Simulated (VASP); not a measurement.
# C: single point with PBE

Crystal: C.

```
CELL_PARAMETERS angstrom
2.69700 0.00000 0.00000
-1.34850 2.33567 0.00000
0.00000 0.00000 12.42911
ATOMIC_POSITIONS crystal
C 0.00000 0.00000 0.18686
C 0.00000 0.00000 0.68686
C 0.00000 0.00000 0.31314
C 0.00000 0.00000 0.81314
C 0.33333 0.66667 0.52077
C 0.66667 0.33333 0.02077
C 0.33333 0.66667 0.97923
C 0.66667 0.33333 0.47923
C 0.33333 0.66667 0.64510
C 0.66667 0.33333 0.14510
C 0.33333 0.66667 0.85490
C 0.66667 0.33333 0.35490
```

- Program: VASP 6.6.1
- Task: single point
- Functional: PBE
- Potentials or basis: VASP PAW PBE potentials, release 64 (C)
- Cutoff: 520 eV
- k mesh: 12 × 12 × 2
- Occupations: gaussian, width 0.05 eV
- Spin: no spin polarisation

| Property | Result |
| --- | --- |
| Pressure | -43.0 GPa |
| Largest force | 0.147 eV/Å |
| Band gap on the k mesh | 3.44 eV, indirect (least direct gap 4.33 eV) |

Forces in eV/Å, atoms in the order of the input:
```
C    0.000  0.000 -0.039
C    0.000  0.000 -0.039
C    0.000  0.000  0.039
C    0.000  0.000  0.039
C    0.000  0.000  0.013
C    0.000  0.000  0.013
C    0.000  0.000 -0.013
C    0.000  0.000 -0.013
C    0.000  0.000 -0.147
C    0.000  0.000 -0.147
C    0.000  0.000  0.147
C    0.000  0.000  0.147
```

Stress tensor (GPa, compression positive):
```
-62.69   0.00   0.00
  0.00 -62.69   0.00
  0.00   0.00  -3.72
```

Levels at points of the mesh, in eV from the valence-band top:
| k point | band 20 | band 21 | band 22 | band 23 | band 24 | band 25 | band 26 | band 27 | band 28 | band 29 |
| --- | --- | --- | --- | --- | --- | --- | --- | --- | --- | --- |
| (0.00, 0.00, 0.00) | -1.13 | -1.13 | -0.35 | 0.00 | 0.00 | 4.33 | 4.33 | 5.24 | 5.27 | 5.54 |
| (0.50, 0.00, 0.00) | -3.87 | -3.60 | -3.54 | -3.20 | -2.30 | 3.44 | 4.05 | 4.25 | 5.90 | 5.93 |
| (0.00, 0.00, 0.50) | -1.14 | -0.38 | -0.38 | -0.38 | -0.38 | 4.78 | 4.78 | 4.78 | 4.78 | 5.25 |
| (0.50, 0.00, 0.50) | -4.53 | -3.28 | -3.28 | -2.69 | -2.69 | 3.62 | 3.62 | 5.00 | 5.00 | 6.04 |

Wall time 84 s on 1 thread of Intel Xeon 6975P-C, with other jobs on the host, peak memory 0.21 GiB.

A k mesh can miss the band edges. A hybrid or GW would open this gap; PBE tends to underestimate it.
